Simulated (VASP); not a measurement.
A run of VASP 6.6.1:

File INCAR:

```
PREC     = Accurate       # precision mode
ENCUT    = 520            # plane-wave cutoff, eV
EDIFF    = 1E-6           # SCF threshold, eV
ISMEAR   = 0              # smearing method
SIGMA    = 0.1            # smearing width, eV
LREAL    = F              # projectors in reciprocal space
LASPH    = T              # aspherical terms in the spheres
NELM     = 60             # most SCF steps
ALGO     = Normal         # electronic algorithm
ISIF     = 2              # what is computed and relaxed
LWAVE    = F              # write WAVECAR
LCHARG   = F              # write CHGCAR
GGA      = PE             # functional
NBANDS   = 16             # bands
```

Contents of KPOINTS:

```
Automatic mesh
0
Gamma
  12 12 12
```

File POSCAR:

```
HgTe
1.0
    0.0000000000      3.2585028726      3.2585028726
    3.2585028726      0.0000000000      3.2585028726
    3.2585028726      3.2585028726      0.0000000000
Hg Te
1 1
Direct
    0.0000000000      0.0000000000      0.0000000000
    0.2500000000      0.2500000000      0.2500000000
```

Potentials or basis: VASP PAW PBE potentials, release 64 (Hg, Te).

Launch:

```console
$ cat potpaw_PBE.64/Hg/POTCAR potpaw_PBE.64/Te/POTCAR > POTCAR
$ mpirun -np 1 vasp_std > vasp.out
```

Hardware: 1 thread of Intel(R) Xeon(R) Platinum 8259CL CPU @ 2.50GHz (Skylake/Cascade Lake), on a shared host.

Problem. Estimate the wall time of this run.

Solution. It took 64 s on 1 thread of Intel(R) Xeon(R) Platinum 8259CL CPU @ 2.50GHz (Skylake/Cascade Lake) (shared host), peak memory 0.25 GiB. Counts: scf iterations 13, k points 72.
